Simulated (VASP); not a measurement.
Crystal: As.

```
CELL_PARAMETERS angstrom
4.56640 0.00000 0.00000
-2.28320 3.95462 0.00000
0.00000 0.00000 2.83374
ATOMIC_POSITIONS crystal
As 0.33333 0.66667 0.00000
As 0.66667 0.33333 0.00000
```

This isn't the form of As at room conditions, which is rhombohedral.

Program: VASP 6.6.1. Alike in all runs: task single point; potentials or basis VASP PAW PBE potentials, release 64 (As); no spin polarisation; cell as given; k mesh 4 × 4 × 5; cutoff (eV) 520; smearing fermi-dirac 0.05 eV.

Q: Order these runs on this cell by their pressure, lowest first.
A. level r2SCAN0; share of exact exchange 0.25
B. level PBE-based screened hybrid with 5 % exact exchange; share of exact exchange 0.05; screening parameter 0.2 1/Å
C. level PBE-based screened hybrid with 20 % exact exchange; share of exact exchange 0.2; screening parameter 0.2 1/Å

A: A (-4.3 GPa), C (-2.6 GPa), B (-1.0 GPa).

Caveats: all runs use coarse meshes; the PAW data sets were made with another functional, which shifts forces and pressure a little.
